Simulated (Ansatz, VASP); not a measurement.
RbBr in VASP and in Ansatz

```
Rb Br
1.0
     3.96761    0.00000    0.00000
     0.00000    3.96761    0.00000
     0.00000    0.00000    3.96761
Rb Br
1 1
Cartesian
  0.0000 0.0000 0.0000
  1.9838 1.9838 1.9838
```

Alike in both runs: functional LDA; k mesh 6 × 6 × 6; occupations gaussian, width 0.02 eV; no spin polarisation.

Ansatz relaxed the structure, and its values are those at the end. VASP's run is a single point on that final structure, the one shown.

```csv
,VASP,Ansatz
version,VASP 6.6.1,Ansatz 0.2.0
potentials or method,"VASP PAW LDA potentials, release 64 (Rb_sv, Br), cutoff 500 eV","scalar-relativistic, plane waves, PAW"
valence electrons in the cell,16,16
```

Ansatz gave:

```
gap on the k mesh at the Fermi level (eV) : 4.11
least direct gap on the mesh (eV)         : 4.27
pressure (GPa)                            : 0.0
```

**Question.** Which values does VASP return?

**Answer.** gap on the k mesh at the Fermi level (eV): 4.13; least direct gap on the mesh (eV): 4.28; pressure (GPa): 0.1.

LDA's correlation is that of Perdew and Zunger in VASP and of Perdew and Wang (1992) in Ansatz.
